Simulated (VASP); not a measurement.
# Zn5Se3S2: single point with PBE

Zn5Se3S2:

```
CELL_PARAMETERS angstrom
-1.98642 1.98642 14.03184
1.98642 -1.98642 14.03184
1.98642 1.98642 -14.03184
ATOMIC_POSITIONS crystal
Zn 0.59352 0.59352 0.00000
Zn 0.19779 0.19779 0.00000
Zn 0.80221 0.80221 0.00000
Zn 0.40648 0.40648 0.00000
Zn 0.00000 0.00000 0.00000
Se 0.14569 0.64569 0.50000
Se 0.75000 0.25000 0.50000
Se 0.35431 0.85431 0.50000
S 0.95326 0.45326 0.50000
S 0.54674 0.04674 0.50000
```

- Program: VASP 6.6.1
- Task: single point
- Functional: PBE
- Potentials or basis: VASP PAW PBE potentials, release 64 (Zn, Se, S)
- Cutoff: 520 eV
- k mesh: 6 × 6 × 6
- Occupations: gaussian, width 0.1 eV
- Spin: no spin polarisation

- Pressure: 0.2 GPa
- Band gap on the k mesh: 1.39 eV, direct

Forces in eV/Å, atoms in the order of the input:
```
Zn   0.000  0.000 -0.001
Zn   0.000  0.000  0.002
Zn   0.000  0.000 -0.002
Zn   0.000  0.000  0.001
Zn   0.000  0.000  0.000
Se   0.000  0.000 -0.002
Se   0.000  0.000  0.000
Se   0.000  0.000  0.002
S    0.000  0.000  0.001
S    0.000  0.000 -0.001
```

Levels at points of the mesh, in eV from the valence-band top:
```tsv
k point	band 43	band 44	band 45	band 46	band 47	band 48
(0.00, 0.00, 0.00)	-0.10	0.00	0.00	1.39	3.23	3.30
(0.50, 0.00, 0.00)	-0.65	-0.63	-0.63	2.68	3.18	3.27
(0.50, 0.50, 0.00)	-2.24	-2.16	-2.12	3.12	3.61	3.65
(0.50, 0.50, 0.50)	-0.46	-0.13	-0.13	2.31	2.44	3.12
```

Wall time 51 min on 1 thread of Intel(R) Xeon(R) 6975P-C (Granite Rapids), with other jobs on the host, peak memory 2.1 GiB.

A k mesh can miss the band edges. A hybrid or GW would open this gap; PBE tends to underestimate it.
